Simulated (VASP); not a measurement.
# SiGe4 (R-3m) in VASP: single point with PBE

Aim: the single point of SiGe4 with PBE.

Everything below comes from runs of VASP 6.6.1. Logs are shortened: lines on timing, memory, paths and dates and some standing lists are left out, and cuts for length are marked.

### Step 1. The cell of the first run

The structure is trigonal, space group R-3m (No. 166). The conventional cell has a = 2.967 Å, b = 2.967 Å, c = 36.337 Å, α = 90.00°, β = 90.00°, γ = 120.00°. Within 3.9 Å of Si (site symmetry -3m) lie 6 Si at 2.97 Å and 6 Ge at 2.97 Å. Ge (site symmetry 3m) has 9 Ge at 2.97 Å and 3 Si at 2.97 Å within 3.9 Å. Within 3.9 Å of Ge (site symmetry 3m) lie 12 Ge at 2.97 Å.

### Step 2. Single point, PBE

INCAR reads:

```
SYSTEM = SiGe4
ALGO = Normal ; EDIFF = 1E-7
ENCUT = 520 ; GGA = PE
ISIF = 2 ; ISMEAR = 0
LASPH = .True. ; LCHARG = .False.
LREAL = .False. ; LWAVE = .False.
NBANDS = 38 ; NELM = 80
PREC = Accurate ; SIGMA = 0.1
```

KPOINTS reads:

```
k-points
0
Gamma
  6 6 6
  0 0 0
```

POSCAR reads:

```
SiGe4
1.0
    1.4834450800      0.8564674200     12.1122783800
   -1.4834450800      0.8564674200     12.1122783800
    0.0000000000     -1.7129348400     12.1122783800
Si Ge
1 4
Direct
    0.0000000000      0.0000000000      0.0000000000
    0.6000000000      0.6000000000      0.6000000000
    0.2000000000      0.2000000000      0.2000000000
    0.8000000000      0.8000000000      0.8000000000
    0.4000000000      0.4000000000      0.4000000000
```

Potentials or basis: VASP PAW PBE potentials, release 64 (Si, Ge_d).

Started as:

```
$ cat potpaw_PBE.64/Si/POTCAR potpaw_PBE.64/Ge_d/POTCAR > POTCAR
$ mpirun -np 1 vasp_std > vasp.out
```

OUTCAR:

```text
SYSTEM = SiGe4
   EDIFF = 1E-7
   ENCUT = 520
   GGA = PE
   ISIF = 2
   ISMEAR = 0
   LASPH = .True.
   LREAL = .False.
   NELM = 80
   PREC = Accurate

 ion  position               nearest neighbor table
   1  0.000  0.000  0.000-   2 2.97   2 2.97   5 2.97   5 2.97   2 2.97   5 2.97
   2  0.600  0.600  0.600-   1 2.97   1 2.97   1 2.97
   3  0.200  0.200  0.200-
   4  0.800  0.800  0.800-
   5  0.400  0.400  0.400-   1 2.97   1 2.97   1 2.97

  LATTYP: Found a trigonal (rhomboedric) cell.
 ALAT       =    12.2328015312
 COS(alpha) =     0.9705882352

  Lattice vectors:

 A1 = (   1.4834450800,   0.8564674200,  12.1122783800)
 A2 = (  -1.4834450800,   0.8564674200,  12.1122783800)
 A3 = (   0.0000000000,  -1.7129348400,  12.1122783800)

Analysis of symmetry for initial positions (statically):
=====================================================================
 Subroutine PRICEL returns:
 Original cell was already a primitive cell.

 Routine SETGRP: Setting up the symmetry group for a
 trigonal (rhombohedral) supercell.

 Subroutine GETGRP returns: Found 12 space group operations
 (whereof 12 operations were pure point group operations)
 out of a pool of 12 trial point group operations.

The static configuration has the point symmetry D_3d.

Analysis of symmetry for dynamics (positions and initial velocities):
=====================================================================
 Subroutine PRICEL returns:
 Original cell was already a primitive cell.

 Routine SETGRP: Setting up the symmetry group for a
 trigonal (rhombohedral) supercell.

 Subroutine GETGRP returns: Found 12 space group operations
 (whereof 12 operations were pure point group operations)
 out of a pool of 12 trial point group operations.

The dynamic configuration has the point symmetry D_3d.

 Subroutine INISYM returns: Found 12 space group operations
 (whereof 12 operations are pure point group operations),
 and found     1 'primitive' translations

----------------------------------------------------------------------------------------

                                     Primitive cell

  volume of cell :      92.3335

  direct lattice vectors                    reciprocal lattice vectors
     1.483445080  0.856467420 12.112278380     0.337053260  0.194597789  0.027520283
    -1.483445080  0.856467420 12.112278380    -0.337053260  0.194597789  0.027520283
     0.000000000 -1.712934840 12.112278380     0.000000000 -0.389195579  0.027520283

  length of vectors
    12.232801531 12.232801531 12.232801532     0.390167356  0.390167356  0.390167355

  position of ions in fractional coordinates (direct lattice)
     0.000000000  0.000000000  0.000000000
     0.600000000  0.600000000  0.600000000
     0.200000000  0.200000000  0.200000000
     0.800000000  0.800000000  0.800000000
     0.400000000  0.400000000  0.400000000

  ion indices of the primitive-cell ions
   primitive index   ion index
                 1           1
                 2           2
                 3           3
                 4           4
                 5           5

----------------------------------------------------------------------------------------

 KPOINTS: k-points

Automatic generation of k-mesh.
 Grid dimensions read from file:
 generate k-points for:    6    6    6

 Generating k-lattice:

  Cartesian coordinates                     Fractional coordinates (reciprocal lattice)
     0.056175543  0.032432965  0.004586714     0.166666667  0.000000000  0.000000000
    -0.056175543  0.032432965  0.004586714     0.000000000  0.166666667  0.000000000
     0.000000000 -0.064865930  0.004586714     0.000000000  0.000000000  0.166666667

  Length of vectors
     0.065027893  0.065027893  0.065027892

  Shift w.r.t. Gamma in fractional coordinates (k-lattice)
     0.000000000  0.000000000  0.000000000

 Subroutine IBZKPT returns following result:
 ===========================================

 Found     32 irreducible k-points:

 Following reciprocal coordinates:
            Coordinates               Weight
  0.000000  0.000000  0.000000      1.000000
  0.166667  0.000000  0.000000      6.000000
  0.333333  0.000000  0.000000      6.000000
  0.500000  0.000000  0.000000      3.000000
  0.166667  0.166667  0.000000      6.000000
  0.333333  0.166667  0.000000     12.000000
[... 16 lines left out ...]
  0.500000  0.500000  0.166667      6.000000
 -0.333333  0.500000  0.166667     12.000000
 [... further k-points ...]
   k-points           NKPTS =     32   k-points in BZ     NKDIM =     32   number of bands    NBANDS=     38
   number of dos      NEDOS =    301   number of ions     NIONS =      5
   total plane-waves  NPLWV = 884736
   dimension x,y,z NGX =    96 NGY =   96 NGZ =   96
   dimension x,y,z NGXF=   192 NGYF=  192 NGZF=  192
   ions per type =               1   4
   NGX,Y,Z   is equivalent  to a cutoff of  13.05, 13.05, 13.05 a.u.
   NGXF,Y,Z  is equivalent  to a cutoff of  26.09, 26.09, 26.09 a.u.
 SYSTEM =  SiGe4
   PREC   = accura    normal or accurate (medium, high low for compatibility)
   ISTART =      0    job   : 0-new  1-cont  2-samecut
   ICHARG =      2    charge: 1-file 2-atom 10-const
   ISPIN  =      1    spin polarized calculation?
   LNONCOLLINEAR =      F non collinear calculations
   LSORBIT =      F    spin-orbit coupling
   LASPH  =      T    aspherical Exc in radial PAW
   ENCUT  =  520.0 eV  38.22 Ry    6.18 a.u.  22.74 22.74 22.74*2*pi/ulx,y,z
   NELM   =     80;   NELMIN=  2; NELMDL= -5     # of ELM steps
   EDIFF  = 0.1E-06   stopping-criterion for ELM
   LREAL  =      F    real-space projection
   EDIFFG = 0.1E-05   stopping-criterion for IOM
   NSW    =      0    number of steps for IOM
   IBRION =     -1    ionic relax: 0-MD 1-quasi-New 2-CG
   NFREE  =      0    steps in history (QN), initial steepest desc. (CG)
   ISIF   =      2    stress and relaxation
   ISYM   =      2    0-nonsym 1-usesym 2-fastsym
   POTIM  = 0.5000    time-step for ionic-motion
   TEBEG  =    0.0;   TEEND  =   0.0 temperature during run
   PSTRESS=    0.0 pullay stress
   NELECT =      60.0000    total number of electrons
   NUPDOWN=      -1.0000    fix difference up-down
   EMIN   =  10.00;   EMAX   =-10.00  energy-range for DOS
   EFERMI =   0.00;   METHOD = LEGACY
   ISMEAR =     0;   SIGMA  =   0.10  broadening in eV -4-tet -1-fermi 0-gaus
   EFERMI_NEDOS =   21; number of points for ismear=-14 and -15
   IALGO  =     38    algorithm
   IMIX   =      4    mixing-type and parameters
     AMIX     =   0.40;   BMIX     =  1.00
     AMIX_MAG =   1.60;   BMIX_MAG =  1.00
  volume/ion in A,a.u.               =      18.47       124.62
  Fermi-wavevector in a.u.,A,eV,Ry     =   1.417987  2.679606 27.357042  2.010686
  Thomas-Fermi vector in A             =   2.539159
   LORBIT       =      0    0 simple, 1 ext, 2 COOP (PROOUT), +10 PAW based schemes
   GGA     = PE    functional components
   LHFCALC =     F    Hartree Fock is set to
   AEXX    =    0.0000 exact exchange contribution
   IVDW    =     0    specifies the selected vdW correction
   LEPSILON=     F    determine dielectric tensor
   LRPA    =     F    only Hartree local field effects (RPA)
 non-spin polarized calculation
 Gauss-broadening in eV      SIGMA  =   0.10
  energy-cutoff  :      520.00
  volume of cell :       92.33
 maximum number of plane-waves:      2535
 NGX is ok and might be reduce to    96
   NGX = 45   NGY = 45   NGZ = 45

 number of electron      60.0000009 magnetization

 Free energy of the ion-electron system (eV)
  ---------------------------------------------------
  ext. energy  EPLUGINS =         0.00000000
  ---------------------------------------------------
  free energy    TOTEN  =       -21.05806329 eV

  energy without entropy =      -21.03188373  energy(sigma->0) =      -21.04497351

 E-fermi :   7.1422     XC(G=0): -11.1676

 val. band max:        7.1083616987   @ k =  -0.1667   0.1667   0.0000
 cond. band min:       7.1434893878   @ k =  -0.3333   0.1667  -0.0000
 fundamental gap:      0.0351276891
 Fermi energy:         7.1421882724

 k-point     1 :       0.0000    0.0000    0.0000
  band No.  band energies     occupation
      1     -17.6682      2.00000
      2     -17.6659      2.00000
      3     -17.6604      2.00000
      4     -17.6604      2.00000
      5     -17.6596      2.00000
      6     -17.6596      2.00000
[... 30 lines left out ...]
     37      15.0838      0.00000
     38      16.1383      0.00000

 k-point     2 :       0.1667    0.0000    0.0000
  band No.  band energies     occupation
      1     -17.6804      2.00000
      2     -17.6694      2.00000
      3     -17.6610      2.00000
      4     -17.6552      2.00000
      5     -17.6500      2.00000
      6     -17.6472      2.00000
[... 30 lines left out ...]
     37      13.6171      0.00000
     38      14.4950      0.00000

 k-point     3 :       0.3333    0.0000    0.0000
  band No.  band energies     occupation
      1     -17.7056      2.00000
      2     -17.6862      2.00000
      3     -17.6692      2.00000
      4     -17.6655      2.00000
      5     -17.6609      2.00000
      6     -17.6525      2.00000
[... 30 lines left out ...]
     37      12.6472      0.00000
     38      12.7881      0.00000

 k-point     4 :       0.5000    0.0000    0.0000
  band No.  band energies     occupation
      1     -17.7174      2.00000
      2     -17.6933      2.00000
      3     -17.6825      2.00000
      4     -17.6731      2.00000
      5     -17.6669      2.00000
      6     -17.6585      2.00000
[... 30 lines left out ...]
     37      11.8381      0.00000
     38      11.8943      0.00000
[... 703 lines left out ...]
      4     -17.6650      2.00000
      5     -17.6560      2.00000
      6     -17.6506      2.00000
[... 30 lines left out ...]
     37       9.5320      0.00000
     38      10.4791      0.00000

 k-point    23 :       0.5000    0.5000    0.1667
  band No.  band energies     occupation
      1     -17.7056      2.00000
      2     -17.6863      2.00000
      3     -17.6692      2.00000
      4     -17.6655      2.00000
      5     -17.6609      2.00000
      6     -17.6525      2.00000
[... 30 lines left out ...]
     37      11.4660      0.00000
     38      13.6148      0.00000

 k-point    24 :      -0.3333    0.5000    0.1667
  band No.  band energies     occupation
      1     -17.6939      2.00000
      2     -17.6702      2.00000
      3     -17.6657      2.00000
      4     -17.6650      2.00000
      5     -17.6559      2.00000
      6     -17.6506      2.00000
[... 30 lines left out ...]
     37      10.1460      0.00000
     38      10.3996      0.00000

 [... further k-points ...]

------------------------ aborting loop because EDIFF is reached ----------------------------------------

  FORCE on cell =-STRESS in cart. coord.  units (eV):
  Direction    XX          YY          ZZ          XY          YZ          ZX
  --------------------------------------------------------------------------------------
  -------------------------------------------------------------------------------------
  Total        1.5413996      1.5413996      0.2676813      0.0000000      0.0000000      0.0000000
  in kB       26.7464658     26.7464661      4.6448225      0.0000000      0.0000000      0.0000000
  external PRESSURE =      19.3792515 kB  Pullay stress =       0.0000000 kB

 VOLUME and BASIS-vectors are now :
 -----------------------------------------------------------------------------
  energy-cutoff  :      520.00
  volume of cell :       92.33
      direct lattice vectors                 reciprocal lattice vectors
     1.483445080  0.856467420 12.112278380     0.337053260  0.194597789  0.027520283
    -1.483445080  0.856467420 12.112278380    -0.337053260  0.194597789  0.027520283
     0.000000000 -1.712934840 12.112278380     0.000000000 -0.389195579  0.027520283

 POSITION                                       TOTAL-FORCE (eV/Angst)
 -----------------------------------------------------------------------------------
      0.00000      0.00000      0.00000         0.000000     -0.000000     -0.000000
      0.00000      0.00000     21.80210         0.000000     -0.000000      0.358186
      0.00000      0.00000      7.26737         0.000000      0.000000     -0.031127
      0.00000      0.00000     29.06947         0.000000     -0.000000      0.031127
      0.00000      0.00000     14.53473         0.000000      0.000000     -0.358186
 -----------------------------------------------------------------------------------
    total drift:                                0.000000      0.000000     -0.000000

  FREE ENERGIE OF THE ION-ELECTRON SYSTEM (eV)
  ---------------------------------------------------
  free  energy   TOTEN  =       -21.0580632918 eV

  energy  without entropy=      -21.0318837343  energy(sigma->0) =      -21.04497351
```

Wall time 37 min (1 thread of Intel Xeon Platinum 8559C (Emerald Rapids), shared host); peak memory 1.5 GiB.

Results:

```
Free energy            : -21.0581 eV
Pressure               : 1.9 GPa
Largest force          : 0.358 eV/Å
Band gap on the k mesh : zero (bands 30 and 31 overlap by 9.30 eV)
```

Forces in eV/Å, atoms in the order of the input:
```
Si   0.000  0.000  0.000
Ge   0.000  0.000  0.358
Ge   0.000  0.000 -0.031
Ge   0.000  0.000  0.031
Ge   0.000  0.000 -0.358
```

Levels at points of the mesh, in eV from the Fermi level:
| k point | band 27 | band 28 | band 29 | band 30 | band 31 | band 32 | band 33 | band 34 |
| --- | --- | --- | --- | --- | --- | --- | --- | --- |
| (0.00, 0.00, 0.00) | -3.74 | 2.98 | 2.98 | 6.86 | 6.86 | 7.08 | 7.08 | 7.86 |
| (0.50, 0.00, 0.00) | -3.80 | -3.79 | -3.09 | -2.96 | 0.94 | 1.02 | 2.39 | 2.41 |
| (0.50, 0.50, 0.00) | -5.12 | -4.41 | -2.24 | -2.13 | 0.05 | 0.10 | 2.60 | 2.60 |
| (0.50, 0.50, 0.50) | -0.62 | -0.59 | 6.70 | 6.71 | 6.83 | 6.83 | 7.28 | 7.28 |

Caveat: the k points lie up to 0.41 Å⁻¹ apart, too coarse for converged energies and pressures of a metal.
